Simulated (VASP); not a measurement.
Input of a VASP 6.6.1 run:

The input INCAR:

```
SYSTEM = Rh
  ALGO = Normal
  EDIFF = 1E-6
  ENCUT = 500
  GGA = PE
  GGA_COMPAT = .FALSE.
  ISIF = 2
  ISMEAR = 0
  ISPIN = 2
  LASPH = .TRUE.
  LCHARG = .FALSE.
  LMAXMIX = 4
  LORBIT = 11
  LREAL = .FALSE.
  LWAVE = .FALSE.
  MAGMOM = 0.875 0.875
  NBANDS = 26
  NELM = 200
  NUPDOWN = 1.75
  PREC = Accurate
  SIGMA = 0.15
```

File KPOINTS:

```
k-points
0
G
  21 21 12
  0 0 0
```

The input POSCAR:

```
Rh
1.0
    2.8297519717      0.0000000000      0.0000000000
   -1.4148759859      2.4506370939      0.0000000000
    0.0000000000      0.0000000000      4.5539132325
Rh
2
Direct
    0.6666666667      0.3333333333      0.7500000000
    0.3333333333      0.6666666667      0.2500000000
```

Potentials or basis: VASP PAW PBE potentials, release 64 (Rh_pv).

The run is started by

```sh
$ cat potpaw_PBE.64/Rh_pv/POTCAR > POTCAR
$ mpirun -np 1 vasp_std > vasp.out
```

Question: Estimate the pressure.

Answer: -18.0 GPa.

Stress tensor (GPa, compression positive):
```
-17.84   0.00   0.00
  0.00 -17.84   0.00
  0.00   0.00 -18.40
```

Caveat: the cell stands under tension; the total moment is fixed, so each spin has its own Fermi level and the state may be an excited one.
